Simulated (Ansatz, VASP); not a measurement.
TiSi2 in VASP and in Ansatz

File INCAR:

```
SYSTEM = TiSi2
PREC = Accurate ; ENCUT = 520
EDIFF = 1E-6 ; ISMEAR = 0
SIGMA = 0.15 ; LREAL = .False.
LASPH = .True. ; NELM = 60
ALGO = Normal ; ISIF = 2
LWAVE = .False. ; LCHARG = .False.
GGA = PE ; NBANDS = 29
```

Contents of KPOINTS:

```
regular mesh
0
Gamma
  10 10 10
  0 0 0
```

POSCAR

```
TiSi2
1.0
    1.7738039271     -6.7803428775      0.0000000000
    1.7738039271      6.7803428775      0.0000000000
    0.0000000000      0.0000000000      3.5792221396
Ti Si
2 4
Direct
    0.8968189481      0.1031810519      0.7500000000
    0.1031810519      0.8968189481      0.2500000000
    0.5591475244      0.4408524756      0.7500000000
    0.4408524756      0.5591475244      0.2500000000
    0.2498281361      0.7501718639      0.7500000000
    0.7501718639      0.2498281361      0.2500000000
```

Input for Ansatz:

```yaml
crystal:
  lattice:
    - [1.7738039271, -6.7803428775, 0.0]
    - [1.7738039271, 6.7803428775, 0.0]
    - [0.0, 0.0, 3.5792221396]
  atoms:
    - { symbol: Ti, position: [0.8968189481, 0.1031810519, 0.75] }
    - { symbol: Ti, position: [0.1031810519, 0.8968189481, 0.25] }
    - { symbol: Si, position: [0.5591475244, 0.4408524756, 0.75] }
    - { symbol: Si, position: [0.4408524756, 0.5591475244, 0.25] }
    - { symbol: Si, position: [0.2498281361, 0.7501718639, 0.75] }
    - { symbol: Si, position: [0.7501718639, 0.2498281361, 0.25] }
basis:
  ecutwfc: 420
kpoints:
  mp_grid: { grid: [10, 10, 10] }
hamiltonian:
  xc: pbe
scf:
  occupations: { method: gaussian, width: 0.15 }
output:
  forces: true
  stress: true
  eigenvalues: true
```

Alike in both runs: task single point; functional PBE; k mesh 10 × 10 × 10; occupations gaussian, width 0.15 eV; no spin polarisation.

|  | VASP | Ansatz |
| --- | --- | --- |
| version | VASP 6.6.1 | Ansatz 0.2.0 |
| potentials or method | VASP PAW PBE potentials, release 64 (Ti_sv, Si), cutoff 520 eV | scalar-relativistic, plane waves, PAW |
| valence electrons in the cell | 40 | 40 |

```csv
,VASP,Ansatz,Ansatz less VASP
gap on the k mesh at the Fermi level (eV),none,none,-
pressure (GPa),0.0,0.0,+0.01
```

A gap of «none» marks a metal or a gap that the smearing closes.
